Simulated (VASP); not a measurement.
A run of VASP 6.6.1 is set up as follows.

File INCAR:

```
SYSTEM = TiAl
PREC     = Accurate       ! precision mode
ENCUT    = 520            ! plane-wave cutoff, eV
EDIFF    = 1E-6           ! SCF threshold, eV
ISMEAR   = 0              ! smearing method
SIGMA    = 0.1            ! smearing width, eV
LREAL    = .False.        ! projectors in reciprocal space
LASPH    = .True.         ! aspherical terms in the spheres
NELM     = 80             ! most SCF steps
ALGO     = Fast           ! electronic algorithm
ISIF     = 2              ! what is computed and relaxed
LWAVE    = .False.        ! write WAVECAR
LCHARG   = .False.        ! write CHGCAR
GGA      = PS             ! functional
NBANDS   = 14             ! bands
```

File KPOINTS:

```
regular mesh
0
Gamma
  18 18 14
  0 0 0
```

Contents of POSCAR:

```
TiAl
1.0
    2.7527164792      0.0000000000      0.0000000000
    0.0000000000      2.7527164792      0.0000000000
    0.0000000000      0.0000000000      4.0775072197
Ti Al
1 1
Direct
    0.5000000000      0.5000000000      0.5000000000
    0.0000000000      0.0000000000      0.0000000000
```

Potentials or basis: VASP PAW PBE potentials, release 64 (Ti_sv, Al).

Launch:

```sh
$ cat potpaw_PBE.64/Ti_sv/POTCAR potpaw_PBE.64/Al/POTCAR > POTCAR
$ mpirun -np 1 vasp_std > vasp.out
```

**Question.** What does it give for the band gap on the k mesh?

**Answer.** Zero (an odd number of electrons rules out a gap without spin polarisation).

**Question.** What does it give for the pressure?

**Answer.** 2.7 GPa.

Stress tensor (GPa, compression positive):
```
3.42 0.00 0.00
0.00 3.42 0.00
0.00 0.00 1.24
```

Caveat: the cell differs from its parent crystal (biaxial strain in the a-b plane: -1.5 %); the PAW data sets were made with another functional, which shifts forces and pressure a little.
